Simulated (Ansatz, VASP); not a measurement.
**LiH in VASP and in Ansatz**

File POSCAR:

```
LiH
1.0
    2.5016587118      0.0000000000      0.0000000000
    0.0000000000      2.5016587118      0.0000000000
    0.0000000000      0.0000000000      2.5016587118
Li H
1 1
Direct
    0.0000000000      0.0000000000      0.0000000000
    0.5000000000      0.5000000000      0.5000000000
```

The input INCAR.step1:

```
ALGO     = Normal         # electronic algorithm
EDIFF    = 1E-5           # SCF threshold, eV
ENCUT    = 520            # plane-wave cutoff, eV
GGA      = PE             # functional
ISIF     = 2              # what is computed and relaxed
ISMEAR   = 0              # smearing method
LASPH    = True           # aspherical terms in the spheres
LCHARG   = False          # write CHGCAR
LREAL    = False          # projectors in reciprocal space
LWAVE    = True           # write WAVECAR
NBANDS   = 9              # bands
NELM     = 80             # most SCF steps
PREC     = Accurate       # precision mode
SIGMA    = 0.01           # smearing width, eV
```

File INCAR.step2:

```
AEXX     = 0.4            # exact-exchange fraction
ALGO     = Normal         # electronic algorithm
EDIFF    = 1E-6           # SCF threshold, eV
ENCUT    = 520            # plane-wave cutoff, eV
GGA      = PE             # functional
ISIF     = 2              # what is computed and relaxed
ISMEAR   = 0              # smearing method
ISTART   = 1            
LASPH    = True           # aspherical terms in the spheres
LCHARG   = False          # write CHGCAR
LHFCALC  = True           # exact exchange
LREAL    = False          # projectors in reciprocal space
LWAVE    = False          # write WAVECAR
NBANDS   = 9              # bands
NELM     = 80             # most SCF steps
PREC     = Accurate       # precision mode
PRECFOCK = Normal       
SIGMA    = 0.01           # smearing width, eV
```

KPOINTS

```
k-points
0
Gamma
  4 4 4
```

Input for Ansatz:

```yaml
crystal:
  lattice:
    - [2.5016587118, 0.0, 0.0]
    - [0.0, 2.5016587118, 0.0]
    - [0.0, 0.0, 2.5016587118]
  atoms:
    - { symbol: Li, position: [0.0, 0.0, 0.0] }
    - { symbol: H, position: [0.5, 0.5, 0.5] }
kpoints:
  mp_grid: { grid: [4, 4, 4] }
hamiltonian:
  xc: { exchange: pbe, correlation: pbe, exx: { coeff: 0.4 } }
scf:
  occupations: { method: fixed }
  n_extra_bands: 4
output:
  forces: true
  stress: true
  eigenvalues: true
```

Alike in both runs: task single point; functional PBE-based global hybrid; k mesh 4 × 4 × 4; no spin polarisation.

|  | VASP | Ansatz |
| --- | --- | --- |
| version | VASP 6.6.1 | Ansatz 0.2.0 |
| potentials or method | VASP PAW PBE potentials, release 64 (Li_sv, H) | plane waves |
| plane-wave cutoff (eV) | 520 | 420 |
| occupations | gaussian, width 0.01 eV | fixed |
| valence electrons in the cell | 4 | 4 |

```tsv
	VASP	Ansatz	Ansatz less VASP
gap on the k mesh at the Fermi level (eV)	3.23	3.12	-0.107
```

VASP's potentials were made for PBE, not for PBE-based global hybrid. Ansatz's warnings: stress exchange threshold loose, stress scf threshold loose.

The k mesh is coarse, so the values compare programs but aren't converged. Noted on VASP's run: the cutoff is short for stress, so the pressure is rough.
